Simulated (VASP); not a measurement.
Crystal: BAs.

```
CELL_PARAMETERS angstrom
0.00000 2.39187 2.51433
2.39187 0.00000 2.51433
2.39187 2.39187 0.00000
ATOMIC_POSITIONS crystal
B 0.00000 0.00000 0.00000
As 0.25000 0.25000 0.25000
```

This cell differs from its parent crystal: uniaxial z strain +5.1%.

Base run:

* Program: VASP 6.6.1
* Functional: HSE06
* Potentials or basis: VASP PAW PBE potentials, release 64 (B, As)
* Cutoff: 520 eV
* k mesh: 6 × 6 × 6
* Occupations: gaussian, width 0.01 eV
* Spin: no spin polarisation

Its results: band gap on the k mesh 1.61 eV, indirect (least direct gap 3.78 eV); pressure -7.6 GPa.

Task: The run is repeated on the same cell with these changes: functional from HSE06 to PBE. What comes out?

Result: Band gap on the k mesh 0.96 eV, indirect (least direct gap 2.95 eV); pressure -3.6 GPa.

HSE06 gives the wider gap, since exact exchange removes part of the self-interaction.

Caveats: the PAW data sets were made with another functional, which shifts forces and pressure a little (some runs).

A k mesh can miss the band edges.
